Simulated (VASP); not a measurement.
# W (Im-3m) in VASP: further runs, part 2 of 2

VASP 6.6.1.

### 3 Single point, PBEsol

This run uses another cell than the first one, of 15.37 Å³/atom, 0.965 times its volume.

INCAR reads:

```
ALGO = Normal ; EDIFF = 1E-6
ENCUT = 500 ; GGA = PS
GGA_COMPAT = F ; ISIF = 2
ISMEAR = 0 ; LASPH = T
LCHARG = T ; LELF = T
LREAL = F ; LVHAR = T
LWAVE = F ; NBANDS = 13
NELM = 120 ; PREC = Accurate
SIGMA = 0.12
```

KPOINTS reads:

```
k-points
0
Gamma
  6 6 6
```

POSCAR reads:

```
W
1.0
   -1.5664442193      1.5664442193      1.5664442193
    1.5664442193     -1.5664442193      1.5664442193
    1.5664442193      1.5664442193     -1.5664442193
W
1
Direct
    0.0000000000      0.0000000000      0.0000000000
```

Potentials or basis: VASP PAW PBE potentials, release 64 (W_sv).

On the command line:

```sh
> cat potpaw_PBE.64/W_sv/POTCAR > POTCAR
> mpirun -np 1 vasp_std > vasp.out
```

OUTCAR:

```text
EDIFF = 1E-6
   ENCUT = 500
   GGA = PS
   ISIF = 2
   ISMEAR = 0
   LASPH = T
   LREAL = F
   NELM = 120
   PREC = Accurate

 ion  position               nearest neighbor table
   1  0.000  0.000  0.000-

  LATTYP: Found a body centered cubic cell.
 ALAT       =     3.1328884386

  Lattice vectors:

 A1 = (  -1.5664442193,   1.5664442193,   1.5664442193)
 A2 = (   1.5664442193,  -1.5664442193,   1.5664442193)
 A3 = (   1.5664442193,   1.5664442193,  -1.5664442193)

Analysis of symmetry for initial positions (statically):
=====================================================================
 Subroutine PRICEL returns:
 Original cell was already a primitive cell.

 Routine SETGRP: Setting up the symmetry group for a
 body centered cubic supercell.

 Subroutine GETGRP returns: Found 48 space group operations
 (whereof 48 operations were pure point group operations)
 out of a pool of 48 trial point group operations.

The static configuration has the point symmetry O_h .

Analysis of symmetry for dynamics (positions and initial velocities):
=====================================================================
[... 159 lines left out ...]
      4     -25.8552      2.00000
      5       1.8961      2.00000
      6      10.4544      2.00000
      7      10.4544      2.00000
      8      10.4544      2.00000
      9      14.0475      0.00000
     10      14.0475      0.00000
     11      26.3260      0.00000
     12      26.3260      0.00000
     13      26.3260      0.00000
[... 226 lines left out ...]
  band No.  band energies     occupation
      1     -62.0727      2.00000
      2     -26.8538      2.00000
      3     -26.8538      2.00000
      4     -26.8538      2.00000
      5       5.6221      2.00000
      6       5.6221      2.00000
      7      17.1546      0.00000
      8      17.1546      0.00000
      9      17.1546      0.00000
     10      20.2293      0.00000
     11      20.2293      0.00000
     12      20.2293      0.00000
     13      28.4622      0.00000

------------------------ aborting loop because EDIFF is reached ----------------------------------------

  FORCE on cell =-STRESS in cart. coord.  units (eV):
  Direction    XX          YY          ZZ          XY          YZ          ZX
  --------------------------------------------------------------------------------------
  -------------------------------------------------------------------------------------
  Total        0.5349020      0.5349020      0.5349020     -0.0000000     -0.0000000     -0.0000000
  in kB       55.7416782     55.7416782     55.7416782     -0.0000000     -0.0000000     -0.0000000
  external PRESSURE =      55.7416782 kB  Pullay stress =       0.0000000 kB

 VOLUME and BASIS-vectors are now :
 -----------------------------------------------------------------------------
  energy-cutoff  :      500.00
  volume of cell :       15.37
      direct lattice vectors                 reciprocal lattice vectors
    -1.566444219  1.566444219  1.566444219     0.000000000  0.319194258  0.319194258
     1.566444219 -1.566444219  1.566444219     0.319194258  0.000000000  0.319194258
     1.566444219  1.566444219 -1.566444219     0.319194258  0.319194258  0.000000000

 POSITION                                       TOTAL-FORCE (eV/Angst)
 -----------------------------------------------------------------------------------
      0.00000      0.00000      0.00000         0.000000      0.000000      0.000000
 -----------------------------------------------------------------------------------
    total drift:                                0.000000     -0.000000      0.000000

  FREE ENERGIE OF THE ION-ELECTRON SYSTEM (eV)
  ---------------------------------------------------
  free  energy   TOTEN  =       -13.8529776311 eV

  energy  without entropy=      -13.8502390386  energy(sigma->0) =      -13.85160833
```

stdout:

```text
POSCAR found type information on POSCAR W
 POSCAR found :  1 types and       1 ions
 scaLAPACK will be used
 -----------------------------------------------------------------------------
|                                                                             |
|                                                                             |
|     You enforced a specific xc type in the INCAR file but a different       |
|     I HOPE YOU KNOW WHAT YOU ARE DOING!                                     |
|                                                                             |
 -----------------------------------------------------------------------------

 LDA part: xc-table for (Slater+PW92), standard interpolation
 POSCAR, INCAR and KPOINTS ok, starting setup
 FFT: planning ... GRIDC
 FFT: planning ... GRID_SOFT
 FFT: planning ... GRID
 WAVECAR not read
 entering main loop
```

Wall time 3.8 s (1 thread of Intel Xeon 6975P-C, shared host); peak memory 0.12 GiB.

What came out:

```
Free energy            : -13.8530 eV
Pressure               : 5.6 GPa
Band gap on the k mesh : zero (band 7 reaches 17.15 eV, above the bottom of band 8 at 10.45 eV)
```

Levels at points of the mesh, in eV from the Fermi level:
```csv
k point,band 4,band 5,band 6,band 7,band 8,band 9,band 10,band 11
"(0.00, 0.00, 0.00)",-37.77,-10.01,-1.46,-1.46,-1.46,2.14,2.14,14.41
"(0.50, 0.00, 0.00)",-37.78,-6.68,-3.90,0.62,2.06,3.08,6.29,11.38
"(0.50, 0.50, 0.50)",-38.76,-6.29,-6.29,5.24,5.24,5.24,8.32,8.32
```

Caveat: the k points lie up to 0.47 Å⁻¹ apart; the PAW data sets were made with another functional, which shifts forces and pressure a little; spin-orbit coupling is left out, which moves the levels of the heavy elements.

### 4 Single point, PBE

INCAR reads:

```
SYSTEM = W
ALGO = Normal ; EDIFF = 1E-6
ENCUT = 500 ; GGA = PE
GGA_COMPAT = .FALSE. ; ISIF = 2
ISMEAR = 1 ; LASPH = .TRUE.
LCHARG = .TRUE. ; LELF = .TRUE.
LREAL = .FALSE. ; LVHAR = .TRUE.
LWAVE = .FALSE. ; NBANDS = 13
NELM = 120 ; PREC = Accurate
SIGMA = 0.13605693122994
```

KPOINTS reads:

```
k-points
0
G
  6 6 6
  0 0 0
```

POSCAR reads:

```
W
1.0
   -1.5851577801      1.5851577801      1.5851577801
    1.5851577801     -1.5851577801      1.5851577801
    1.5851577801      1.5851577801     -1.5851577801
W
1
Direct
    0.0000000000      0.0000000000      0.0000000000
```

On the command line:

```sh
> cat potpaw_PBE.64/W_sv/POTCAR > POTCAR
> mpirun -np 1 vasp_std > vasp.out
```

Wall time 3.7 s (1 thread of Intel Xeon 6975P-C, shared host); peak memory 0.12 GiB.

It converged, with:

- Free energy: -12.9977 eV
- Pressure: 2.6 GPa
- Band gap on the k mesh: zero (band 7 reaches 16.54 eV, above the bottom of band 8 at 10.18 eV)

Levels at points of the mesh, in eV from the Fermi level:
```tsv
k point	band 5	band 6	band 7	band 8	band 9	band 10
(0.00, 0.00, 0.00)	-9.86	-1.44	-1.44	-1.44	2.03	2.03
(0.50, 0.00, 0.00)	-6.48	-3.77	0.41	1.92	2.90	5.90
(0.50, 0.50, 0.50)	-6.03	-6.03	4.92	4.92	4.92	7.96
```

Caveat: the k points lie up to 0.47 Å⁻¹ apart; spin-orbit coupling is left out, which moves the levels of the heavy elements.

### 5 Single point, PBE

INCAR reads:

```
  PREC = Accurate
  ENCUT = 500
  EDIFF = 1E-6
  ISMEAR = 0
  SIGMA = 0.1
  LREAL = False
  LASPH = True
  NELM = 120
  ALGO = Normal
  ISIF = 2
  LWAVE = False
  LCHARG = True
  GGA = PE
  LELF = True
  LVHAR = True
  NBANDS = 13
  GGA_COMPAT = False
```

KPOINTS reads:

```
regular mesh
0
Gamma
  7 7 7
```

POSCAR is that of step 4.

On the command line:

```sh
> cat potpaw_PBE.64/W_sv/POTCAR > POTCAR
> mpirun -np 1 vasp_std > vasp.out
```

It took 3.4 s on 1 thread of Intel Xeon 6975P-C, shared host; peak memory 0.12 GiB.

It converged, with:

* Free energy: -12.8845 eV
* Pressure: 5.6 GPa
* Band gap on the k mesh: zero (band 7 reaches 14.86 eV, above the bottom of band 8 at 10.14 eV)

Levels at points of the mesh, in eV from the Fermi level:
```tsv
k point	band 5	band 6	band 7	band 8	band 9	band 10
(0.00, 0.00, 0.00)	-9.66	-1.28	-1.28	-1.28	2.19	2.19
```

Caveat: the k points lie up to 0.40 Å⁻¹ apart; spin-orbit coupling is left out, which moves the levels of the heavy elements.

### 6 Summary

```tsv
level	cell	k mesh	smearing	gap on the mesh (eV)	pressure (GPa)
PBE	a = 2.746 Å, angles 109.5°, 1 atom	6 × 6 × 6	tetrahedron	none	5.1
PBEsol	a = 2.713 Å, angles 109.5°, 1 atom	6 × 6 × 6	gaussian 0.12 eV	none	5.6
PBE	a = 2.746 Å, angles 109.5°, 1 atom	6 × 6 × 6	methfessel-paxton 0.136057 eV	none	2.6
PBE	a = 2.746 Å, angles 109.5°, 1 atom	7 × 7 × 7	gaussian 0.1 eV	none	5.6
```

Alike in all rows: task single point; potentials or basis VASP PAW PBE potentials, release 64 (W_sv); no spin polarisation; cutoff (eV) 500.

Caveats: all runs use coarse meshes; spin-orbit coupling is left out, which moves the levels of the heavy elements; the PAW data sets were made with another functional, which shifts forces and pressure a little (some runs).

Total energies depend on the potentials used, so only differences within one code and one set of settings carry meaning.
